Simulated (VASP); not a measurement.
# BiTe: single point with PBE

BiTe:

```xyz
2
Lattice="2.4590 1.4197 3.2178 -2.4590 1.4197 3.2178 0.0000 -2.8395 3.2178" Properties=species:S:1:pos:R:3 pbc="T T T"
Bi    0.0000    0.0000    4.8267
Te    0.0000    0.0000    0.0000
```

This cell differs from its parent crystal: strain +0.015 along x and y, -0.030 along z.

* Program: VASP 6.6.1
* Task: single point
* Functional: PBE
* Potentials or basis: VASP PAW PBE potentials, release 64 (Bi_d, Te)
* Cutoff: 520 eV
* k mesh: 12 × 12 × 12
* Occupations: gaussian, width 0.15 eV
* Spin: no spin polarisation
* Dipole correction: no
* Further INCAR settings: ALGO = Normal; EDIFF = 1e-07; NBANDS = 18

```yaml
Pressure: -0.5 GPa
```

Stress tensor (GPa, compression positive):
```
-0.87  0.00  0.00
 0.00 -0.87  0.00
 0.00  0.00  0.18
```

Levels at points of the mesh, in eV from the Fermi level:
```tsv
k point	band 7	band 8	band 9	band 10	band 11	band 12	band 13	band 14
(0.00, 0.00, 0.00)	-8.32	-2.93	-2.93	-1.41	1.87	2.67	2.67	3.97
(0.50, 0.00, 0.00)	-11.34	-1.81	-1.78	-0.98	-0.84	-0.53	0.57	6.57
(0.50, 0.50, 0.00)	-9.95	-5.53	-4.54	-3.03	2.56	2.89	3.54	4.41
(0.50, 0.50, 0.50)	-10.83	-2.41	-2.41	-2.34	-1.69	-1.37	-1.37	8.24
```

It took 110 s on 1 thread of Intel(R) Xeon(R) Platinum 8488C (Sapphire Rapids) (shared host), peak memory 0.35 GiB.

Caveat: the cell differs from its parent crystal (strain +0.015 along x and y, -0.030 along z); spin-orbit coupling is left out, which moves the levels of the heavy elements.
